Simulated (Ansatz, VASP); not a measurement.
# One calculation of BAs, two programs

File INCAR:

```
SYSTEM = BAs
ALGO = Normal
EDIFF = 1E-7
EDIFFG = -0.03
ENCUT = 500
GGA = PE
GGA_COMPAT = .FALSE.
IBRION = 2
ISIF = 3
ISMEAR = 1
IVDW = 13
LASPH = .TRUE.
LCHARG = .FALSE.
LREAL = .FALSE.
LWAVE = .FALSE.
NELM = 120
NELMIN = 4
NSW = 80
PREC = Accurate
SIGMA = 0.02
```

The input KPOINTS:

```
k-points
0
G
  8 8 8
  0 0 0
```

POSCAR

```
BAs
1.0
    0.0000000000      2.3885000000      2.3885000000
    2.3885000000      0.0000000000      2.3885000000
    2.3885000000      2.3885000000      0.0000000000
B As
1 1
Direct
    0.0000000000      0.0000000000      0.0000000000
    0.7500000000      0.7500000000      0.7500000000
```

Input for Ansatz:

```yaml
crystal:
  lattice:
    bravais: fcc
    a: 4.777
  space_group: 216
  atoms:
    - { symbol: B, position: [0.0, 0.0, 0.0] }
    - { symbol: As, position: [0.25, 0.25, 0.75] }
  reduce_to_primitive: true
basis:
  ecutwfc: 462.593566181796
kpoints:
  mp_grid:
    grid: [8, 8, 8]
    shift: [0.0, 0.0, 0.0]
hamiltonian:
  xc: pbe
  dispersion: d4
scf:
  occupations:
    method: methfessel_paxton
    width: 0.02
relax:
  f_tol: 0.03
  cell: {}
```

Alike in both runs: task relaxation of cell and atoms; functional PBE; dispersion D4; k mesh 8 × 8 × 8; occupations methfessel-paxton of order 1, width 0.02 eV; no spin polarisation.

|  | VASP | Ansatz |
| --- | --- | --- |
| version | VASP 6.6.1 | Ansatz 0.2.0 |
| potentials or method | VASP PAW PBE potentials, release 64 (B, As), cutoff 500 eV | plane waves, PAW |
| valence electrons in the cell | 8 | 18 |

Ansatz gave:

- relaxed volume (Å³/atom): 13.46
- relaxed cell length with the largest relative difference (Å): 3.364

Question: What did VASP give for the same quantities?

Answer: Relaxed volume (Å³/atom): 13.53; relaxed cell length with the largest relative difference (Å): 3.370.

VASP's potentials hold 8 valence electrons a cell and Ansatz's 18, so a difference there can come from the potentials and not from the codes.
